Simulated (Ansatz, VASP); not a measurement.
# Two plane-wave programs on AlNi

INCAR

```
SYSTEM = AlNi
  PREC = Accurate
  ENCUT = 520
  EDIFF = 1E-6
  ISMEAR = -1
  SIGMA = 0.05
  LREAL = .FALSE.
  LASPH = .TRUE.
  NELM = 150
  ALGO = Normal
  ISIF = 2
  LWAVE = .FALSE.
  LCHARG = .FALSE.
  ISPIN = 2
  MAGMOM = 1 0
  LORBIT = 11
  LMAXMIX = 4
  GGA = PS
  NBANDS = 18
```

File KPOINTS:

```
regular mesh
0
G
  8 8 8
  0 0 0
```

POSCAR

```
AlNi
1.0
    2.8810000000      0.0000000000      0.0000000000
    0.0000000000      2.8810000000      0.0000000000
    0.0000000000      0.0000000000      2.8810000000
Ni Al
1 1
Direct
    0.5000000000      0.5000000000      0.5000000000
    0.0000000000      0.0000000000      0.0000000000
```

input.yaml

```yaml
crystal:
  lattice:
    - [2.881, 0.0, 0.0]
    - [0.0, 2.881, 0.0]
    - [0.0, 0.0, 2.881]
  atoms:
    - { symbol: Ni, position: [0.5, 0.5, 0.5], spin: 1.0 }
    - { symbol: Al, position: [0.0, 0.0, 0.0] }
hamiltonian:
  xc: pbesol
  pseudopotentials: { kind: paw }
magnetization:
  spin_polarized: true
kpoints:
  mp_grid: { grid: [8, 8, 8] }
  band_path:
    path:
      - [[0.0, 0.0, 0.0], [0.0, 0.5, 0.0], [0.5, 0.5, 0.0], [0.0, 0.0, 0.0], [0.5, 0.5, 0.5], [0.0, 0.5, 0.0]]
      - [[0.5, 0.5, 0.0], [0.5, 0.5, 0.5]]
    npoints: 14
scf:
  occupations: { method: fermi_dirac, width: 0.05 }
  n_extra_bands: 6
output:
  forces: true
  stress: true
  eigenvalues: true
  fatbands: false
```

Alike in both runs: functional PBEsol; k mesh 8 × 8 × 8; occupations fermi-dirac, width 0.05 eV; collinear spin.

|  | VASP | Ansatz |
| --- | --- | --- |
| version | VASP 6.6.1 | Ansatz 0.2.0 |
| potentials or method | VASP PAW PBE potentials, release 64 (Ni, Al) | Ansatz PAW |
| plane-wave cutoff (eV) | 520 | 420 |
| valence electrons in the cell | 13 | 21 |
| task | single point | band structure |

VASP gave:

- gap on the k mesh at the Fermi level (eV): none
- pressure (GPa): -2.9
- net moment per atom (μB): 0.00

Problem. Estimate Ansatz's values.

Solution. gap on the k mesh at the Fermi level (eV): none; pressure (GPa): -3.1; net moment per atom (μB): 0.00.

VASP's potentials were made for PBE, not for PBEsol. A gap of «none» marks a metal or a gap that the smearing closes. VASP's potentials hold 13 valence electrons a cell and Ansatz's 21, so a difference there can come from the potentials and not from the codes.
